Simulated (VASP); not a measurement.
Runs of VASP 6.6.1 on Be3Se2O. The structure is that of space group P6/mmm (No. 191), or close to it. The cells are those of the table. The cell was built from a structure type or drawn by symmetry, and may not be a known phase.

```csv
spin,cell,k mesh,gap on the mesh (eV),pressure (GPa),moment (μB)
off,"a = 5.528, b = 5.528, c = 3.207 Å, angles 90.0, 90.0, 120.0°, 6 atoms",6 × 6 × 6,none,(a),-
"collinear, ferromagnetic start","a = 5.814, b = 5.814, c = 3.199 Å, angles 90.0, 90.0, 120.0°, 6 atoms",6 × 6 × 12,none,-0.8,0.00
"collinear, ferromagnetic start","a = 5.816, b = 5.816, c = 3.196 Å, angles 90.0, 90.0, 120.0°, 6 atoms",6 × 6 × 6,none,-0.9,0.00
"collinear, ferromagnetic start","a = 5.528, b = 5.528, c = 3.207 Å, angles 90.0, 90.0, 120.0°, 6 atoms",6 × 6 × 6,none,5.3,0.00
```

Alike in all rows: task single point; level PBE; potentials or basis VASP PAW PBE potentials, release 64 (Be, Se, O); cutoff (eV) 520; smearing gaussian 0.1 eV.

Estimate the missing entries.

(a) 5.2.

Caveats: semilocal functionals underestimate gaps, so a narrow gap can read as zero; the cell stands under pressure (at least some runs).

A k mesh can miss the band edges, and the runs leave out spin-orbit coupling on Se.

A gap of «none» marks levels without a gap at the run's occupations.
